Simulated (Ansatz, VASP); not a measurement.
Al2Zn3O: VASP beside Ansatz

File INCAR:

```
SYSTEM = Al2Zn3O
PREC = Accurate
ENCUT = 520
EDIFF = 1E-6
ISMEAR = 0
SIGMA = 0.1
LREAL = .FALSE.
LASPH = .TRUE.
NELM = 100
ALGO = Normal
ISIF = 2
LWAVE = .FALSE.
LCHARG = .TRUE.
GGA = PE
LELF = .TRUE.
LVHAR = .TRUE.
NBANDS = 33
```

The input KPOINTS:

```
regular mesh
0
G
  6 6 4
  0 0 0
```

Contents of POSCAR:

```
Al2Zn3O
1.0
    5.0444689700      0.0000000000      0.0000000000
   -2.5222344800      4.3686382800      0.0000000000
    0.0000000000      0.0000000000      3.9137110100
Al Zn O
2 3 1
Direct
    0.3333333300      0.6666666700      0.0000000000
    0.6666666700      0.3333333300      0.0000000000
    0.5000000000      0.0000000000      0.5000000000
    0.5000000000      0.5000000000      0.5000000000
    0.0000000000      0.5000000000      0.5000000000
    0.0000000000      0.0000000000      0.0000000000
```

Input for Ansatz:

```yaml
crystal:
  lattice:
    - [5.04446897, 0.0, 0.0]
    - [-2.52223448, 4.36863828, 0.0]
    - [0.0, 0.0, 3.91371101]
  atoms:
    - { symbol: Al, position: [0.33333333, 0.66666667, 0.0] }
    - { symbol: Al, position: [0.66666667, 0.33333333, 0.0] }
    - { symbol: Zn, position: [0.5, 0.0, 0.5] }
    - { symbol: Zn, position: [0.5, 0.5, 0.5] }
    - { symbol: Zn, position: [0.0, 0.5, 0.5] }
    - { symbol: O, position: [0.0, 0.0, 0.0] }
basis:
  ecutwfc: 420
kpoints:
  mp_grid: { grid: [6, 6, 4] }
hamiltonian:
  xc: pbe
scf:
  occupations: { method: gaussian, width: 0.1 }
  lower_state_search: "off"
output:
  forces: true
  stress: true
  eigenvalues: true
```

Change from the starting cell: species swapped into the SmAl3Pd2 type (P6/mmm, No. 191).

Alike in both runs: task single point; functional PBE; k mesh 6 × 6 × 4; occupations gaussian, width 0.1 eV; no spin polarisation.

|  | VASP | Ansatz |
| --- | --- | --- |
| version | VASP 6.6.1 | Ansatz 0.2.0 |
| potentials or method | VASP PAW PBE potentials, release 64 (Al, Zn, O), cutoff 520 eV | scalar-relativistic, plane waves, PAW |
| valence electrons in the cell | 48 | 48 |

```csv
,VASP,Ansatz,Ansatz less VASP
gap on the k mesh at the Fermi level (eV),none,none,-
pressure (GPa),14.4,14.2,-0.22
"traceless stress, the component that is largest in VASP (GPa)",16.70,16.69,-0.006
```

A gap of «none» marks a metal or a gap that the smearing closes.

The k mesh is coarse, so the values compare programs but aren't converged.
